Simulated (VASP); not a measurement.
# AgBr (Fm-3m) in VASP: single point with r2SCAN

Aim: the single point of AgBr with r2SCAN.

Everything below comes from runs of VASP 6.6.1. Logs are shortened: lines on timing, memory, paths and dates and some standing lists are left out, and cuts for length are marked.

## 1. The cell of the first run

The structure is cubic, space group Fm-3m (No. 225). Conventional cell: a = 5.768 Å, b = 5.768 Å, c = 5.768 Å, α = 90.00°, β = 90.00°, γ = 90.00°. Within 3.8 Å of Ag (site symmetry m-3m) lie 6 Br at 2.88 Å. Br (site symmetry m-3m) has 6 Ag at 2.88 Å within 3.8 Å.

## 2. Single point, r2SCAN

The input, POSCAR:

```
AgBr
1.0
    0.0000000000      2.8841740000      2.8841740000
    2.8841740000      0.0000000000      2.8841740000
    2.8841740000      2.8841740000      0.0000000000
Ag Br
1 1
Direct
    0.5000000000      0.5000000000      0.5000000000
    0.0000000000      0.0000000000      0.0000000000
```

The input, INCAR.step1:

```
ALGO = Normal
EDIFF = 1E-5
ENCUT = 550
GGA = PE
GGA_COMPAT = False
ISMEAR = -1
LASPH = True
LCHARG = False
LREAL = False
LWAVE = True
NBANDS = 16
NELM = 120
PREC = Accurate
SIGMA = 0.1
```

The input, INCAR.step2:

```
ALGO = Normal
EDIFF = 1E-6
ENCUT = 550
GGA_COMPAT = False
ISIF = 2
ISMEAR = -1
ISTART = 1
LASPH = True
LCHARG = False
LMIXTAU = True
LREAL = False
LWAVE = False
METAGGA = R2SCAN
NBANDS = 16
NELM = 120
PREC = Accurate
SIGMA = 0.1
```

The input, KPOINTS:

```
k-points
0
Gamma
  8 8 8
```

Potentials or basis: VASP PAW PBE potentials, release 64 (Ag, Br).

On the command line:

```
$ cat potpaw_PBE.64/Ag/POTCAR potpaw_PBE.64/Br/POTCAR > POTCAR
$ cp INCAR.step1 INCAR
$ mpirun -np 1 vasp_std > vasp.out
$ cp INCAR.step2 INCAR
$ mpirun -np 1 vasp_std > vasp.out
```

OUTCAR:

```text
EDIFF = 1E-6
   ENCUT = 550
   ISIF = 2
   ISMEAR = -1
   ISTART = 1
   LASPH = True
   LREAL = False
   METAGGA = R2SCAN
   NELM = 120
   PREC = Accurate

 ion  position               nearest neighbor table
   1  0.500  0.500  0.500-   2 2.88   2 2.88   2 2.88   2 2.88   2 2.88   2 2.88
   2  0.000  0.000  0.000-   1 2.88   1 2.88   1 2.88   1 2.88   1 2.88   1 2.88

  LATTYP: Found a face centered cubic cell.
 ALAT       =     5.7683480000

  Lattice vectors:

 A1 = (   0.0000000000,   2.8841740000,   2.8841740000)
 A2 = (   2.8841740000,   0.0000000000,   2.8841740000)
 A3 = (   2.8841740000,   2.8841740000,   0.0000000000)

Analysis of symmetry for initial positions (statically):
=====================================================================
 Subroutine PRICEL returns:
 Original cell was already a primitive cell.

 Routine SETGRP: Setting up the symmetry group for a
 face centered cubic supercell.

 Subroutine GETGRP returns: Found 48 space group operations
 (whereof 48 operations were pure point group operations)
 out of a pool of 48 trial point group operations.

The static configuration has the point symmetry O_h .

Analysis of symmetry for dynamics (positions and initial velocities):
=====================================================================
 Subroutine PRICEL returns:
 Original cell was already a primitive cell.

 Routine SETGRP: Setting up the symmetry group for a
 face centered cubic supercell.

 Subroutine GETGRP returns: Found 48 space group operations
 (whereof 48 operations were pure point group operations)
 out of a pool of 48 trial point group operations.

The dynamic configuration has the point symmetry O_h .

 Subroutine INISYM returns: Found 48 space group operations
 (whereof 48 operations are pure point group operations),
 and found     1 'primitive' translations

----------------------------------------------------------------------------------------

                                     Primitive cell

  volume of cell :      47.9838

  direct lattice vectors                    reciprocal lattice vectors
     0.000000000  2.884174000  2.884174000    -0.173359860  0.173359860  0.173359860
     2.884174000  0.000000000  2.884174000     0.173359860 -0.173359860  0.173359860
     2.884174000  2.884174000  0.000000000     0.173359860  0.173359860 -0.173359860

  length of vectors
     4.078837987  4.078837987  4.078837987     0.300268085  0.300268085  0.300268085

  position of ions in fractional coordinates (direct lattice)
     0.500000000  0.500000000  0.500000000
     0.000000000  0.000000000  0.000000000

  ion indices of the primitive-cell ions
   primitive index   ion index
                 1           1
                 2           2

----------------------------------------------------------------------------------------

 KPOINTS: k-points

Automatic generation of k-mesh.
 Grid dimensions read from file:
 generate k-points for:    8    8    8

 Generating k-lattice:

  Cartesian coordinates                     Fractional coordinates (reciprocal lattice)
    -0.021669982  0.021669982  0.021669982     0.125000000  0.000000000  0.000000000
     0.021669982 -0.021669982  0.021669982     0.000000000  0.125000000  0.000000000
     0.021669982  0.021669982 -0.021669982     0.000000000  0.000000000  0.125000000

  Length of vectors
     0.037533511  0.037533511  0.037533511

  Shift w.r.t. Gamma in fractional coordinates (k-lattice)
     0.000000000  0.000000000  0.000000000

 Subroutine IBZKPT returns following result:
 ===========================================

 Found     29 irreducible k-points:

 Following reciprocal coordinates:
            Coordinates               Weight
  0.000000  0.000000  0.000000      1.000000
  0.125000  0.000000  0.000000      8.000000
  0.250000  0.000000  0.000000      8.000000
  0.375000  0.000000  0.000000      8.000000
  0.500000  0.000000  0.000000      4.000000
  0.125000  0.125000  0.000000      6.000000
[... 16 lines left out ...]
  0.500000  0.250000  0.125000     48.000000
 -0.375000  0.250000  0.125000     24.000000
 [... further k-points ...]
   k-points           NKPTS =     29   k-points in BZ     NKDIM =     29   number of bands    NBANDS=     16
   number of dos      NEDOS =    301   number of ions     NIONS =      2
   total plane-waves  NPLWV =  32768
   dimension x,y,z NGX =    32 NGY =   32 NGZ =   32
   dimension x,y,z NGXF=    64 NGYF=   64 NGZF=   64
   ions per type =               1   1
   NGX,Y,Z   is equivalent  to a cutoff of  13.04, 13.04, 13.04 a.u.
   NGXF,Y,Z  is equivalent  to a cutoff of  26.09, 26.09, 26.09 a.u.
 SYSTEM =  unknown system
   PREC   = accura    normal or accurate (medium, high low for compatibility)
   ISTART =      1    job   : 0-new  1-cont  2-samecut
   ICHARG =      0    charge: 1-file 2-atom 10-const
   ISPIN  =      1    spin polarized calculation?
   LNONCOLLINEAR =      F non collinear calculations
   LSORBIT =      F    spin-orbit coupling
   LASPH  =      T    aspherical Exc in radial PAW
   ENCUT  =  550.0 eV  40.42 Ry    6.36 a.u.   7.80  7.80  7.80*2*pi/ulx,y,z
   NELM   =    120;   NELMIN=  2; NELMDL=  0     # of ELM steps
   EDIFF  = 0.1E-05   stopping-criterion for ELM
   LREAL  =      F    real-space projection
   EDIFFG = 0.1E-04   stopping-criterion for IOM
   NSW    =      0    number of steps for IOM
   IBRION =     -1    ionic relax: 0-MD 1-quasi-New 2-CG
   NFREE  =      0    steps in history (QN), initial steepest desc. (CG)
   ISIF   =      2    stress and relaxation
   ISYM   =      2    0-nonsym 1-usesym 2-fastsym
   POTIM  = 0.5000    time-step for ionic-motion
   TEBEG  =    0.0;   TEEND  =   0.0 temperature during run
   PSTRESS=    0.0 pullay stress
   NELECT =      18.0000    total number of electrons
   NUPDOWN=      -1.0000    fix difference up-down
   EMIN   =  10.00;   EMAX   =-10.00  energy-range for DOS
   EFERMI =   0.00;   METHOD = LEGACY
   ISMEAR =    -1;   SIGMA  =   0.10  broadening in eV -4-tet -1-fermi 0-gaus
   EFERMI_NEDOS =   21; number of points for ismear=-14 and -15
   IALGO  =     38    algorithm
   IMIX   =      4    mixing-type and parameters
     AMIX     =   0.40;   BMIX     =  1.00
     AMIX_MAG =   1.60;   BMIX_MAG =  1.00
  volume/ion in A,a.u.               =      23.99       161.91
  Fermi-wavevector in a.u.,A,eV,Ry     =   1.180685  2.231172 18.966768  1.394018
  Thomas-Fermi vector in A             =   2.316973
   LORBIT       =      0    0 simple, 1 ext, 2 COOP (PROOUT), +10 PAW based schemes
   METAGGA = R2SCAN    functional components
   LHFCALC =     F    Hartree Fock is set to
   AEXX    =    0.0000 exact exchange contribution
   IVDW    =     0    specifies the selected vdW correction
   LEPSILON=     F    determine dielectric tensor
   LRPA    =     F    only Hartree local field effects (RPA)
 non-spin polarized calculation
  energy-cutoff  :      550.00
  volume of cell :       47.98
 maximum number of plane-waves:      1424
   NGX = 15   NGY = 15   NGZ = 15

 number of electron      17.9999999 magnetization

 Free energy of the ion-electron system (eV)
  ---------------------------------------------------
  ext. energy  EPLUGINS =         0.00000000
  ---------------------------------------------------
  free energy    TOTEN  =       -35.51383905 eV

  energy without entropy =      -35.51376929  energy(sigma->0) =      -35.51380417

 E-fermi :   3.9407     XC(G=0): -10.2916

 val. band max:        3.1399919258   @ k =   0.5000   0.0000   0.0000
 cond. band min:       4.3856762782   @ k =   0.0000   0.0000   0.0000
 fundamental gap:      1.2456843524
 Fermi energy:         3.9406960550

 k-point     1 :       0.0000    0.0000    0.0000
  band No.  band energies     occupation
      1     -12.3713      2.00000
      2       0.4232      2.00000
      3       0.4232      2.00000
      4       0.4232      2.00000
      5       0.4305      2.00000
      6       0.4305      2.00000
[... 8 lines left out ...]
     15      15.7396      0.00000
     16      15.7396      0.00000

 k-point     2 :       0.1250    0.0000    0.0000
  band No.  band energies     occupation
      1     -12.3121      2.00000
      2      -0.0105      2.00000
      3      -0.0105      2.00000
      4       0.0430      2.00000
      5       0.4647      2.00000
      6       0.4647      2.00000
[... 8 lines left out ...]
     15      14.7190      0.00000
     16      15.1095      0.00000

 k-point     3 :       0.2500    0.0000    0.0000
  band No.  band energies     occupation
      1     -12.1633      2.00000
      2      -0.9567      2.00000
      3      -0.5459      2.00000
      4      -0.5459      2.00000
      5       0.5653      2.00000
      6       0.5653      2.00000
[... 8 lines left out ...]
     15      15.0949      0.00000
     16      15.0949      0.00000

 k-point     4 :       0.3750    0.0000    0.0000
  band No.  band energies     occupation
      1     -12.0049      2.00000
      2      -1.7696      2.00000
      3      -0.9003      2.00000
      4      -0.9003      2.00000
      5       0.6693      2.00000
      6       0.6693      2.00000
[... 8 lines left out ...]
     15      16.1744      0.00000
     16      16.1744      0.00000
[... 324 lines left out ...]
 k-point    22 :       0.3750    0.2500    0.1250
  band No.  band energies     occupation
      1     -12.0698      2.00000
      2      -1.3788      2.00000
      3      -0.6077      2.00000
      4      -0.2157      2.00000
      5       0.5146      2.00000
      6       0.6541      2.00000
[... 8 lines left out ...]
     15      17.2210      0.00000
     16      17.8755      0.00000

 k-point    23 :       0.5000    0.2500    0.1250
  band No.  band energies     occupation
      1     -11.9548      2.00000
      2      -1.5875      2.00000
      3      -0.9006      2.00000
      4      -0.6152      2.00000
      5       0.6058      2.00000
      6       0.7204      2.00000
[... 8 lines left out ...]
     15      17.5712      0.00000
     16      17.8598      0.00000

 k-point    24 :      -0.3750    0.2500    0.1250
  band No.  band energies     occupation
      1     -11.9057      2.00000
      2      -1.6492      2.00000
      3      -0.9291      2.00000
      4      -0.9034      2.00000
      5       0.6688      2.00000
      6       0.7203      2.00000
[... 8 lines left out ...]
     15      16.4221      0.00000
     16      18.1459      0.00000

 [... further k-points ...]
[... 5 lines left out ...]
  --------------------------------------------------------------------------------------
  -------------------------------------------------------------------------------------
  Total        0.1046104      0.1046104      0.1046104      0.0000000      0.0000000     -0.0000000
  in kB        3.4929384      3.4929384      3.4929384      0.0000000      0.0000000     -0.0000000
  external PRESSURE =       3.4929384 kB  Pullay stress =       0.0000000 kB

 VOLUME and BASIS-vectors are now :
 -----------------------------------------------------------------------------
  energy-cutoff  :      550.00
  volume of cell :       47.98
      direct lattice vectors                 reciprocal lattice vectors
     0.000000000  2.884174000  2.884174000    -0.173359860  0.173359860  0.173359860
     2.884174000  0.000000000  2.884174000     0.173359860 -0.173359860  0.173359860
     2.884174000  2.884174000  0.000000000     0.173359860  0.173359860 -0.173359860

 POSITION                                       TOTAL-FORCE (eV/Angst)
 -----------------------------------------------------------------------------------
      2.88417      2.88417      2.88417         0.000000     -0.000000      0.000000
      0.00000      0.00000      0.00000        -0.000000      0.000000     -0.000000
 -----------------------------------------------------------------------------------
    total drift:                                0.000000     -0.000000      0.000000

  FREE ENERGIE OF THE ION-ELECTRON SYSTEM (eV)
  ---------------------------------------------------
  free  energy   TOTEN  =       -35.5138390486 eV

  energy  without entropy=      -35.5137692923  energy(sigma->0) =      -35.51380417
```

Wall time 47 s (1 thread of Intel Xeon Platinum 8488C (Sapphire Rapids), shared host); peak memory 0.2 GiB.

What came out:

| Item | Value |
| --- | --- |
| Free energy | -35.5138 eV |
| Pressure | 0.3 GPa |
| Band gap on the k mesh | 1.25 eV, indirect (least direct gap 3.22 eV) |

Caveat: the PAW data sets were made with another functional, which shifts forces and pressure a little. A k mesh can miss the band edges.
